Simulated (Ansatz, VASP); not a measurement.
# Two plane-wave programs on AlPt

```
CELL_PARAMETERS angstrom
3.09645 0.00000 0.00000
0.00000 3.09645 0.00000
0.00000 0.00000 3.09645
ATOMIC_POSITIONS crystal
Al 0.00000 0.00000 0.00000
Pt 0.50000 0.50000 0.50000
```

Alike in both runs: task single point; functional r2SCAN; k mesh 14 × 14 × 14; occupations gaussian, width 0.1 eV; no spin polarisation.

```csv
,VASP,Ansatz
version,VASP 6.6.1,Ansatz 0.2.0
potentials or method,"VASP PAW PBE potentials, release 64 (Al, Pt), cutoff 520 eV","scalar-relativistic, plane waves, PAW"
valence electrons in the cell,13,21
```

```csv
,VASP,Ansatz,Ansatz less VASP
gap on the k mesh at the Fermi level (eV),none,none,-
pressure (GPa),-5.8,-5.6,+0.20
```

VASP's potentials were made for PBE, not for r2SCAN. A gap of «none» marks a metal or a gap that the smearing closes. With one functional, cell and mesh, what is left measures potentials, basis and numerics. VASP's potentials hold 13 valence electrons a cell and Ansatz's 21, so a difference there can come from the potentials and not from the codes.

Spin-orbit coupling is off throughout.
